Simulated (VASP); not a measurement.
Crystal: Pd.

```xyz
2
Lattice="2.7505 0.0000 0.0000 -1.3752 2.3820 0.0000 0.0000 0.0000 4.4924" Properties=species:S:1:pos:R:3 pbc="T T T"
Pd    0.0000    1.5880    3.3693
Pd    1.3752    0.7940    1.1231
```

This isn't the form of Pd at room conditions, which is fcc.

| Item | Value |
| --- | --- |
| Program | VASP 6.6.1 |
| Task | relaxation of cell and atoms |
| Functional | PBE |
| Potentials or basis | VASP PAW PBE potentials, release 64 (Pd) |
| Cutoff | 600 eV |
| k mesh | 18 × 18 × 10 |
| Occupations | gaussian, width 0.05 eV |
| Spin | no spin polarisation |

At the start: pressure 8.1 GPa; volume 14.72 Å³/atom.

Problem. Where does the relaxation end?

Solution. Over 10 steps the energy falls by 19.1 meV/atom and the volume is 15.36 Å³/atom (+4.4 %); space group P6_3/mmc (No. 194, to 0.1 Å) before and after.

Step by step:
```tsv
step	energy change (eV)	largest force (eV/Å)	pressure (GPa)	volume (Å³)
1	0.0000	0.0000	8.09	29.43
2	0.0219	0.0000	-8.81	32.71
3	-0.0340	0.0000	-0.39	30.80
4	-0.0340	0.0000	-0.24	30.77
5	-0.0371	0.0000	-0.09	30.73
6	-0.0381	0.0000	0.08	30.70
7	-0.0382	0.0000	0.16	30.69
8	-0.0382	0.0000	0.16	30.69
9	-0.0382	0.0000	-0.23	30.76
10	-0.0382	0.0000	0.02	30.72
```

Final structure:
```cif
data_structure
_symmetry_space_group_name_H-M 'P 1'
_symmetry_Int_Tables_number 1
_cell_length_a 2.7624
_cell_length_b 2.7624
_cell_length_c 4.6487
_cell_angle_alpha 90.000
_cell_angle_beta 90.000
_cell_angle_gamma 120.000
_cell_volume 30.72
loop_
_atom_site_label
_atom_site_type_symbol
_atom_site_fract_x
_atom_site_fract_y
_atom_site_fract_z
_atom_site_occupancy
Pd1 Pd 0.33333 0.66667 0.75000 1
Pd2 Pd 0.66667 0.33333 0.25000 1
```
